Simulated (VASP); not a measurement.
# Pb (P6_3/mmc) in VASP: further runs

Pb is run at these levels: PBEsol; tasks: single point.

All numbers are computed with VASP 6.6.1; they aren't measurements. Logs are shortened: lines on timing, memory, paths and dates and some standing lists are left out, and cuts for length are marked.

## (1) The cell of the first run

The structure is hexagonal, space group P6_3/mmc (No. 194). The conventional cell has a = 3.435 Å, b = 3.435 Å, c = 5.732 Å, α = 90.00°, β = 90.00°, γ = 120.00°. Within 4.5 Å of Pb (site symmetry -6m2) lie 12 Pb at 3.43 to 3.49 Å.

## (2) Single point, PBEsol

File INCAR:

```
SYSTEM = Pb
PREC = Accurate ; ENCUT = 520
EDIFF = 1E-6 ; ISMEAR = -1
SIGMA = 0.08 ; LREAL = .FALSE.
LASPH = .TRUE. ; NELM = 100
ALGO = Normal ; ISIF = 2
LWAVE = .FALSE. ; LCHARG = .FALSE.
GGA = PS ; NBANDS = 21
```

File KPOINTS:

```
Automatic mesh
0
G
  16 16 10
  0 0 0
```

File POSCAR:

```
Pb
1.0
    3.4348124975      0.0000000000      0.0000000000
   -1.7174062487      2.9746348800      0.0000000000
    0.0000000000      0.0000000000      5.7321446423
Pb
2
Direct
    0.3333333333      0.6666666667      0.2500000000
    0.6666666667      0.3333333333      0.7500000000
```

Potentials or basis: VASP PAW PBE potentials, release 64 (Pb_d).

Started as:

```sh
$ cat potpaw_PBE.64/Pb_d/POTCAR > POTCAR
$ mpirun -np 1 vasp_std > vasp.out
```

OUTCAR:

```text
SYSTEM = Pb
   PREC = Accurate
   ENCUT = 520
   EDIFF = 1E-6
   ISMEAR = -1
   LREAL = .FALSE.
   LASPH = .TRUE.
   NELM = 100
   ISIF = 2
   GGA = PS

 ion  position               nearest neighbor table
   1  0.333  0.667  0.250-   2 3.49   2 3.49   2 3.49   2 3.49   2 3.49   2 3.49
   2  0.667  0.333  0.750-   1 3.49   1 3.49   1 3.49   1 3.49   1 3.49   1 3.49

  LATTYP: Found a hexagonal cell.
 ALAT       =     3.4348124975
 C/A-ratio  =     1.6688377157

  Lattice vectors:

 A1 = (   3.4348124975,   0.0000000000,   0.0000000000)
 A2 = (  -1.7174062487,   2.9746348800,   0.0000000000)
 A3 = (   0.0000000000,   0.0000000000,   5.7321446423)

Analysis of symmetry for initial positions (statically):
=====================================================================
 Subroutine PRICEL returns:
 Original cell was already a primitive cell.

 Routine SETGRP: Setting up the symmetry group for a
 hexagonal supercell.

 Subroutine GETGRP returns: Found 24 space group operations
 (whereof 12 operations were pure point group operations)
 out of a pool of 24 trial point group operations.

The static configuration has the point symmetry D_3d.
 The point group associated with its full space group is D_6h.

Analysis of symmetry for dynamics (positions and initial velocities):
=====================================================================
 Subroutine PRICEL returns:
 Original cell was already a primitive cell.

 Routine SETGRP: Setting up the symmetry group for a
 hexagonal supercell.

 Subroutine GETGRP returns: Found 24 space group operations
 (whereof 12 operations were pure point group operations)
 out of a pool of 24 trial point group operations.

The dynamic configuration has the point symmetry D_3d.
 The point group associated with its full space group is D_6h.

 Subroutine INISYM returns: Found 24 space group operations
 (whereof 12 operations are pure point group operations),
 and found     1 'primitive' translations

----------------------------------------------------------------------------------------

                                     Primitive cell

  volume of cell :      58.5671

  direct lattice vectors                    reciprocal lattice vectors
     3.434812497  0.000000000  0.000000000     0.291136707  0.168087856  0.000000000
    -1.717406249  2.974634880  0.000000000     0.000000000  0.336175712  0.000000000
     0.000000000  0.000000000  5.732144642     0.000000000  0.000000000  0.174454774

  length of vectors
     3.434812497  3.434812497  5.732144642     0.336175712  0.336175712  0.174454774

  position of ions in fractional coordinates (direct lattice)
     0.333333333  0.666666667  0.250000000
     0.666666667  0.333333333  0.750000000

  ion indices of the primitive-cell ions
   primitive index   ion index
                 1           1
                 2           2

----------------------------------------------------------------------------------------

 KPOINTS: Automatic mesh

Automatic generation of k-mesh.
 Grid dimensions read from file:
 generate k-points for:   16   16   10

 Generating k-lattice:

  Cartesian coordinates                     Fractional coordinates (reciprocal lattice)
     0.018196044  0.010505491  0.000000000     0.062500000  0.000000000  0.000000000
     0.000000000  0.021010982  0.000000000     0.000000000  0.062500000  0.000000000
     0.000000000  0.000000000  0.017445477     0.000000000  0.000000000  0.100000000

  Length of vectors
     0.021010982  0.021010982  0.017445477

  Shift w.r.t. Gamma in fractional coordinates (k-lattice)
     0.000000000  0.000000000  0.000000000

 Subroutine IBZKPT returns following result:
 ===========================================

 Found    180 irreducible k-points:

 Following reciprocal coordinates:
            Coordinates               Weight
  0.000000  0.000000  0.000000      1.000000
  0.062500  0.000000  0.000000      6.000000
  0.125000  0.000000  0.000000      6.000000
  0.187500  0.000000  0.000000      6.000000
  0.250000  0.000000  0.000000      6.000000
  0.312500  0.000000  0.000000      6.000000
[... 16 lines left out ...]
  0.187500  0.187500  0.000000      6.000000
  0.250000  0.187500  0.000000     12.000000
 [... further k-points ...]
   k-points           NKPTS =    180   k-points in BZ     NKDIM =    180   number of bands    NBANDS=     21
   number of dos      NEDOS =    301   number of ions     NIONS =      2
   total plane-waves  NPLWV =  37632
   dimension x,y,z NGX =    28 NGY =   28 NGZ =   48
   dimension x,y,z NGXF=    56 NGYF=   56 NGZF=   96
   ions per type =               2
   NGX,Y,Z   is equivalent  to a cutoff of  13.55, 13.55, 13.92 a.u.
   NGXF,Y,Z  is equivalent  to a cutoff of  27.10, 27.10, 27.84 a.u.
 SYSTEM =  Pb
   PREC   = accura    normal or accurate (medium, high low for compatibility)
   ISTART =      0    job   : 0-new  1-cont  2-samecut
   ICHARG =      2    charge: 1-file 2-atom 10-const
   ISPIN  =      1    spin polarized calculation?
   LNONCOLLINEAR =      F non collinear calculations
   LSORBIT =      F    spin-orbit coupling
   LASPH  =      T    aspherical Exc in radial PAW
   ENCUT  =  520.0 eV  38.22 Ry    6.18 a.u.   6.39  6.39 10.66*2*pi/ulx,y,z
   NELM   =    100;   NELMIN=  2; NELMDL= -5     # of ELM steps
   EDIFF  = 0.1E-05   stopping-criterion for ELM
   LREAL  =      F    real-space projection
   EDIFFG = 0.1E-04   stopping-criterion for IOM
   NSW    =      0    number of steps for IOM
   IBRION =     -1    ionic relax: 0-MD 1-quasi-New 2-CG
   NFREE  =      0    steps in history (QN), initial steepest desc. (CG)
   ISIF   =      2    stress and relaxation
   ISYM   =      2    0-nonsym 1-usesym 2-fastsym
   POTIM  = 0.5000    time-step for ionic-motion
   TEBEG  =    0.0;   TEEND  =   0.0 temperature during run
   PSTRESS=    0.0 pullay stress
   NELECT =      28.0000    total number of electrons
   NUPDOWN=      -1.0000    fix difference up-down
   EMIN   =  10.00;   EMAX   =-10.00  energy-range for DOS
   EFERMI =   0.00;   METHOD = LEGACY
   ISMEAR =    -1;   SIGMA  =   0.08  broadening in eV -4-tet -1-fermi 0-gaus
   EFERMI_NEDOS =   21; number of points for ismear=-14 and -15
   IALGO  =     38    algorithm
   IMIX   =      4    mixing-type and parameters
     AMIX     =   0.40;   BMIX     =  1.00
     AMIX_MAG =   1.60;   BMIX_MAG =  1.00
  volume/ion in A,a.u.               =      29.28       197.62
  Fermi-wavevector in a.u.,A,eV,Ry     =   1.280097  2.419033 22.295166  1.638648
  Thomas-Fermi vector in A             =   2.412545
   LORBIT       =      0    0 simple, 1 ext, 2 COOP (PROOUT), +10 PAW based schemes
   GGA     = PS    functional components
   LHFCALC =     F    Hartree Fock is set to
   AEXX    =    0.0000 exact exchange contribution
   IVDW    =     0    specifies the selected vdW correction
   LEPSILON=     F    determine dielectric tensor
   LRPA    =     F    only Hartree local field effects (RPA)
 non-spin polarized calculation
  energy-cutoff  :      520.00
  volume of cell :       58.57
 maximum number of plane-waves:      1601
 NGX is ok and might be reduce to    28
   NGX = 13   NGY = 13   NGZ = 21

 number of electron      28.0000005 magnetization

 Free energy of the ion-electron system (eV)
  ---------------------------------------------------
  ext. energy  EPLUGINS =         0.00000000
  ---------------------------------------------------
  free energy    TOTEN  =        -7.98330036 eV

  energy without entropy =       -7.96098588  energy(sigma->0) =       -7.97214312

 E-fermi :   7.4493     XC(G=0): -10.5115

 val. band max:        7.4462392232   @ k =   0.1875   0.1875   0.3000
 cond. band min:       7.4567953849   @ k =   0.2500   0.0000   0.0000
 fundamental gap:      0.0105561618
 Fermi energy:         7.4492569842

 k-point     1 :       0.0000    0.0000    0.0000
  band No.  band energies     occupation
      1      -9.5678      2.00000
      2      -9.5398      2.00000
      3      -9.5098      2.00000
      4      -9.5098      2.00000
      5      -9.4878      2.00000
      6      -9.4878      2.00000
[... 13 lines left out ...]
     20      16.7820      0.00000
     21      19.2094      0.00000

 k-point     2 :       0.0625    0.0000    0.0000
  band No.  band energies     occupation
      1      -9.5634      2.00000
      2      -9.5406      2.00000
      3      -9.5042      2.00000
      4      -9.4988      2.00000
      5      -9.4866      2.00000
      6      -9.4772      2.00000
[... 13 lines left out ...]
     20      17.2282      0.00000
     21      18.7282      0.00000

 k-point     3 :       0.1250    0.0000    0.0000
  band No.  band energies     occupation
      1      -9.5702      2.00000
      2      -9.5290      2.00000
      3      -9.4972      2.00000
      4      -9.4689      2.00000
      5      -9.4674      2.00000
      6      -9.4468      2.00000
[... 13 lines left out ...]
     20      17.8372      0.00000
     21      18.0349      0.00000

 k-point     4 :       0.1875    0.0000    0.0000
  band No.  band energies     occupation
      1      -9.5948      2.00000
      2      -9.5110      2.00000
      3      -9.4920      2.00000
      4      -9.4534      2.00000
      5      -9.4361      2.00000
      6      -9.4251      2.00000
[... 13 lines left out ...]
     20      17.1806      0.00000
     21      18.2707      0.00000

 k-point     5 :       0.2500    0.0000    0.0000
  band No.  band energies     occupation
      1      -9.6245      2.00000
      2      -9.5214      2.00000
      3      -9.4861      2.00000
      4      -9.4580      2.00000
      5      -9.4533      2.00000
      6      -9.3714      2.00000
[... 13 lines left out ...]
     20      16.8341      0.00000
     21      18.0896      0.00000
[... 382 lines left out ...]
     20      15.9307      0.00000
     21      19.9955      0.00000

 k-point    22 :       0.4375    0.1250    0.0000
  band No.  band energies     occupation
      1      -9.6502      2.00000
      2      -9.5883      2.00000
      3      -9.5203      2.00000
      4      -9.4861      2.00000
      5      -9.4010      2.00000
      6      -9.3709      2.00000
[... 13 lines left out ...]
     20      15.8781      0.00000
     21      19.9305      0.00000

 k-point    23 :       0.1875    0.1875    0.0000
  band No.  band energies     occupation
      1      -9.5575      2.00000
      2      -9.5471      2.00000
      3      -9.5248      2.00000
      4      -9.4778      2.00000
      5      -9.4268      2.00000
      6      -9.3988      2.00000
[... 13 lines left out ...]
     20      17.8058      0.00000
     21      18.5214      0.00000

 k-point    24 :       0.2500    0.1875    0.0000
  band No.  band energies     occupation
      1      -9.5719      2.00000
      2      -9.5563      2.00000
      3      -9.5165      2.00000
      4      -9.4817      2.00000
      5      -9.4141      2.00000
      6      -9.3723      2.00000
[... 13 lines left out ...]
     20      17.8298      0.00000
     21      19.2369      0.00000

 [... further k-points ...]

------------------------ aborting loop because EDIFF is reached ----------------------------------------

  FORCE on cell =-STRESS in cart. coord.  units (eV):
  Direction    XX          YY          ZZ          XY          YZ          ZX
  --------------------------------------------------------------------------------------
  -------------------------------------------------------------------------------------
  Total        0.3359631      0.3359631      0.3329309      0.0000000      0.0000000     -0.0000000
  in kB        9.1906941      9.1906941      9.1077451      0.0000000      0.0000000     -0.0000000
  external PRESSURE =       9.1630444 kB  Pullay stress =       0.0000000 kB

 VOLUME and BASIS-vectors are now :
 -----------------------------------------------------------------------------
  energy-cutoff  :      520.00
  volume of cell :       58.57
      direct lattice vectors                 reciprocal lattice vectors
     3.434812497  0.000000000  0.000000000     0.291136707  0.168087856  0.000000000
    -1.717406249  2.974634880  0.000000000     0.000000000  0.336175712  0.000000000
     0.000000000  0.000000000  5.732144642     0.000000000  0.000000000  0.174454774

 POSITION                                       TOTAL-FORCE (eV/Angst)
 -----------------------------------------------------------------------------------
     -0.00000      1.98309      1.43304         0.000000      0.000000      0.000000
      1.71741      0.99154      4.29911        -0.000000     -0.000000      0.000000
 -----------------------------------------------------------------------------------
    total drift:                               -0.000000      0.000000     -0.000000

  FREE ENERGIE OF THE ION-ELECTRON SYSTEM (eV)
  ---------------------------------------------------
  free  energy   TOTEN  =        -7.9833003570 eV

  energy  without entropy=       -7.9609858795  energy(sigma->0) =       -7.97214312
```

Wall time 3.7 min (1 thread of Intel Xeon Platinum 8259CL at 2.50GHz (Skylake/Cascade Lake), shared host); peak memory 0.3 GiB.

Results:

```
Free energy            : -7.9833 eV
Pressure               : 0.9 GPa
Band gap on the k mesh : zero (band 14 reaches 13.55 eV, above the bottom of band 15 at 5.74 eV)
```

Levels at points of the mesh, in eV from the Fermi level:
| k point | band 12 | band 13 | band 14 | band 15 | band 16 | band 17 |
| --- | --- | --- | --- | --- | --- | --- |
| (0.00, 0.00, 0.00) | -8.32 | -4.39 | 6.06 | 6.06 | 7.43 | 7.84 |
| (0.50, 0.00, 0.00) | -7.07 | -3.05 | -1.68 | -0.49 | 1.77 | 2.30 |
| (0.00, 0.00, 0.50) | -10.76 | 0.58 | 0.58 | 6.90 | 6.90 | 6.90 |
| (0.50, 0.00, 0.50) | -7.47 | -3.81 | -3.81 | 3.55 | 3.55 | 3.66 |

Caveat: the PAW data sets were made with another functional, which shifts forces and pressure a little; spin-orbit coupling is left out, which moves the levels of the heavy elements.

## (3) Single point, PBEsol

This run uses another cell than the first one, of 29.87 Å³/atom, 1.020 times its volume.

File INCAR:

```
PREC     = Accurate       # precision mode
ENCUT    = 520            # plane-wave cutoff, eV
EDIFF    = 1E-6           # SCF threshold, eV
ISMEAR   = -1             # smearing method
SIGMA    = 0.08           # smearing width, eV
LREAL    = F              # projectors in reciprocal space
LASPH    = T              # aspherical terms in the spheres
NELM     = 60             # most SCF steps
ALGO     = Normal         # electronic algorithm
ISIF     = 2              # what is computed and relaxed
LWAVE    = F              # write WAVECAR
LCHARG   = F              # write CHGCAR
GGA      = PS             # functional
NBANDS   = 21             # bands
```

File KPOINTS:

```
Automatic mesh
0
Gamma
  16 16 10
```

File POSCAR:

```
Pb
1.0
    3.4575336209      0.0000000000      0.0000000000
   -1.7287668104      2.9943119501      0.0000000000
    0.0000000000      0.0000000000      5.7712528970
Pb
2
Direct
    0.3333333333      0.6666666667      0.2500000000
    0.6666666667      0.3333333333      0.7500000000
```

Potentials or basis: VASP PAW PBE potentials, release 64 (Pb_d).

Started as:

```sh
$ cat potpaw_PBE.64/Pb_d/POTCAR > POTCAR
$ mpirun -np 1 vasp_std > vasp.out
```

It took 4 min on 1 thread of Intel Xeon Platinum 8259CL at 2.50GHz (Skylake/Cascade Lake), shared host; peak memory 0.31 GiB.

The run converged. Its results:

```yaml
Free_energy: -7.9870 eV
Pressure: -0.1 GPa
Band_gap_on_the_k_mesh: zero (band 14 reaches 13.20 eV, above the bottom of band 15 at 5.56 eV)
```

Levels at points of the mesh, in eV from the Fermi level:
| k point | band 12 | band 13 | band 14 | band 15 | band 16 | band 17 |
| --- | --- | --- | --- | --- | --- | --- |
| (0.00, 0.00, 0.00) | -8.30 | -4.29 | 5.94 | 5.94 | 7.28 | 7.68 |
| (0.50, 0.00, 0.00) | -7.06 | -3.02 | -1.64 | -0.47 | 1.76 | 2.27 |
| (0.00, 0.00, 0.50) | -10.65 | 0.55 | 0.55 | 6.76 | 6.76 | 6.76 |
| (0.50, 0.00, 0.50) | -7.46 | -3.72 | -3.72 | 3.47 | 3.47 | 3.60 |

Caveat: the PAW data sets were made with another functional, which shifts forces and pressure a little; spin-orbit coupling is left out, which moves the levels of the heavy elements.
